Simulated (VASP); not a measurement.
Write the native input for VASP 6.6.1 that does the following.

```yaml
Task: single point
Functional: PBE
Potentials_or_basis: VASP PAW PBE potentials, release 64 (Te, W_sv, S)
Cutoff: 520 eV
k_mesh: 10 × 10 × 10
Occupations: gaussian, width 0.1 eV
Spin: collinear spin
Starting_moments: "[0.0, 0.93, 0.0, 0.0, 0.0, 0.0] μB"
Dipole_correction: no
Further_INCAR_settings: ALGO = Normal; EDIFF = 1e-06; NBANDS = 35
```

The structure of TeWS4 lies in POSCAR:

```
TeWS4
1.0
    0.0000000000      3.7259422813      3.7259422813
    3.7259422813      0.0000000000      3.7259422813
    3.7259422813      3.7259422813      0.0000000000
Te W S
1 1 4
Direct
    0.7500000000      0.7500000000      0.7500000000
    0.0000000000      0.0000000000      0.0000000000
    0.3709630207      0.3709630207      0.3709630207
    0.3709630207      0.8871109379      0.3709630207
    0.3709630207      0.3709630207      0.8871109379
    0.8871109379      0.3709630207      0.3709630207
```

The cell was generated, and may not be a known phase.

One way to write it, as run:

INCAR

```
SYSTEM = TeWS4
PREC = Accurate
ENCUT = 520
EDIFF = 1E-6
ISMEAR = 0
SIGMA = 0.1
LREAL = .FALSE.
LASPH = .TRUE.
NELM = 150
ALGO = Normal
ISIF = 2
LWAVE = .FALSE.
LCHARG = .TRUE.
ISPIN = 2
MAGMOM = 0 0.93 0 0 0 0
LORBIT = 11
LMAXMIX = 4
GGA = PE
LELF = .TRUE.
LVHAR = .TRUE.
NBANDS = 35
```

KPOINTS

```
regular mesh
0
G
  10 10 10
  0 0 0
```

Potentials or basis: VASP PAW PBE potentials, release 64 (Te, W_sv, S).

Run with:

```sh
$ cat potpaw_PBE.64/Te/POTCAR potpaw_PBE.64/W_sv/POTCAR potpaw_PBE.64/S/POTCAR > POTCAR
$ mpirun -np 1 vasp_std > vasp.out
```

It gave:

| Quantity | Value |
| --- | --- |
| Pressure | -0.7 GPa |
| Largest force | 0.007 eV/Å |
| Band gap on the k mesh | zero (filled and empty bands overlap) |
| Net moment | 0.00 μB per cell |
| Valence electrons inside the program's atomic spheres | Te 3.23; W 11.50; S 3.52 |

Caveat: spin-orbit coupling is left out, which moves the levels of the heavy elements.

Run time: 21 min on 1 thread of Intel Xeon 8259CL, with other jobs on the host, peak memory 0.43 GiB.
